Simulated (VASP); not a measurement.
CdSe: single point with PBEsol

Crystal: CdSe.

```
Cd Se
1.0
     0.00000    3.04135    3.05655
     3.04135    0.00000    3.05655
     3.04135    3.04135    0.00000
Cd Se
1 1
Cartesian
  0.0000 0.0000 0.0000
  4.5620 4.5620 4.5848
```

This cell differs from its parent crystal: z stretched by +0.5 %, x and y held.

```
Program             : VASP 6.6.1
Task                : single point
Functional          : PBEsol
Potentials or basis : VASP PAW PBE potentials, release 64 (Cd, Se)
Cutoff              : 520 eV
k mesh              : 6 × 6 × 6
Occupations         : gaussian, width 0.01 eV
Spin                : no spin polarisation
```

```yaml
Pressure: 0.1 GPa
Band_gap_on_the_k_mesh: 0.46 eV, direct
```

Stress tensor (GPa, compression positive):
```
0.09 0.00 0.00
0.00 0.09 0.00
0.00 0.00 0.00
```

Levels at points of the mesh, in eV from the valence-band top:
| k point | band 6 | band 7 | band 8 | band 9 | band 10 | band 11 | band 12 | band 13 |
| --- | --- | --- | --- | --- | --- | --- | --- | --- |
| (0.00, 0.00, 0.00) | -7.53 | -0.02 | 0.00 | 0.00 | 0.46 | 5.85 | 5.85 | 5.85 |
| (0.50, 0.00, 0.00) | -7.24 | -4.43 | -0.77 | -0.75 | 2.27 | 6.34 | 6.37 | 7.26 |
| (0.50, 0.50, 0.00) | -7.18 | -4.13 | -1.85 | -1.85 | 3.01 | 3.69 | 8.92 | 10.09 |
| (0.50, 0.00, 0.50) | -7.17 | -4.10 | -1.88 | -1.87 | 3.00 | 3.65 | 8.96 | 10.06 |

It took 18 s on 1 thread of Intel Xeon 6975P-C, with other jobs on the host, peak memory 0.19 GiB.

Caveat: the cell differs from its parent crystal (z stretched by +0.5 %, x and y held); the PAW data sets were made with another functional, which shifts forces and pressure a little.
